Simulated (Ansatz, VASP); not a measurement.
One calculation of AlFe, two programs

Contents of INCAR:

```
  PREC = Accurate
  ENCUT = 600
  EDIFF = 1E-6
  ISMEAR = 0
  SIGMA = 0.1
  LREAL = F
  LASPH = T
  NELM = 150
  ALGO = Normal
  ISIF = 3
  LWAVE = F
  LCHARG = F
  ISPIN = 2
  MAGMOM = 0 0.77
  LORBIT = 11
  LMAXMIX = 4
  GGA = PE
  IVDW = 12
  IBRION = 2
  NSW = 70
  EDIFFG = -0.005
```

The input KPOINTS:

```
regular mesh
0
Gamma
  14 14 14
```

Contents of POSCAR:

```
AlFe
1.0
    2.8743308634      0.0000000000      0.0000000000
    0.0000000000      2.8743308634      0.0000000000
    0.0000000000      0.0000000000      2.8743308634
Al Fe
1 1
Direct
    0.0000000000      0.0000000000      0.0000000000
    0.5000000000      0.5000000000      0.5000000000
```

Input for Ansatz:

```yaml
crystal:
  lattice:
    - [2.8743308634, 0.0, 0.0]
    - [0.0, 2.8743308634, 0.0]
    - [0.0, 0.0, 2.8743308634]
  atoms:
    - { symbol: Al, position: [0.0, 0.0, 0.0] }
    - { symbol: Fe, position: [0.5, 0.5, 0.5], spin: 0.77 }
basis:
  ecutwfc: 420
kpoints:
  mp_grid: { grid: [14, 14, 14] }
hamiltonian:
  xc: pbe
  dispersion: d3bj
scf:
  occupations: { method: gaussian, width: 0.1 }
output:
  forces: true
  stress: true
  eigenvalues: true
  populations: true
magnetization:
  spin_polarized: true
relax:
  adjacent_minimum: "off"
  f_tol: 0.005
  max_steps: 50
  cell: { stress_tol: 0.05 }
```

Alike in both runs: task relaxation of cell and atoms; functional PBE; dispersion D3(BJ); k mesh 14 × 14 × 14; occupations gaussian, width 0.1 eV; collinear spin.

|  | VASP | Ansatz |
| --- | --- | --- |
| version | VASP 6.6.1 | Ansatz 0.2.0 |
| potentials or method | VASP PAW PBE potentials, release 64 (Al, Fe), cutoff 600 eV | scalar-relativistic, plane waves, PAW |
| valence electrons in the cell | 11 | 19 |

```csv
,VASP,Ansatz,Ansatz less VASP
"gap on the k mesh at the Fermi level, each at its own relaxed structure (eV)",none,none,-
net moment per atom (μB),0.33,0.33,+0.001
size of the moment on the site where the two differ most (μB),0.69,0.68,-0.006
relaxed volume (Å³/atom),11.50,11.50,+0.005
relaxed cell length with the largest relative difference (Å),2.844,2.844,+0.0004
```

Site moments also hang on the region over which each program counts them. A gap of «none» marks a metal or a gap that the smearing closes. VASP's potentials hold 11 valence electrons a cell and Ansatz's 19, so a difference there can come from the potentials and not from the codes.
